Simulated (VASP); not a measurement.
## InPd: electric field gradients with LDA

Crystal: InPd.

```xyz
2
Lattice="3.3361 0.0000 0.0000 0.0000 3.3361 0.0000 0.0000 0.0000 3.3361" Properties=species:S:1:pos:R:3 pbc="T T T"
In    0.0000    0.0000    0.0000
Pd    1.6680    1.6680    1.6680
```

This cell differs from its parent crystal: volume scaled by 1.06.

```yaml
Program: VASP 6.6.1
Task: electric field gradients
Functional: LDA
Potentials_or_basis: VASP PAW LDA potentials, release 64 (In_d, Pd)
Cutoff: 520 eV
k_mesh: 13 × 13 × 13
Occupations: fermi-dirac, width 0.03 eV
Spin: no spin polarisation
Dipole_correction: no
Further_INCAR_settings: ALGO = Normal; EDIFF = 1e-08; NBANDS = 18
```

```json
{
  "Pressure": "-11.8 GPa"
}
```

Levels at points of the mesh, in eV from the Fermi level:
```
           k point  band 9  band 10  band 11  band 12  band 13  band 14
(0.00, 0.00, 0.00)   -2.16    -2.16    -2.16     4.04     4.04     4.04
```

Run time: 68 s on 1 thread of AMD EPYC 7R43 64-Core Processor (Zen 3), on a shared host, peak memory 0.15 GiB.

Caveat: without QUAD_EFG the Cq values of the log hold for a quadrupole moment of 1 mb, not for the nuclei; spin-orbit coupling is left out, which moves the levels of the heavy elements.
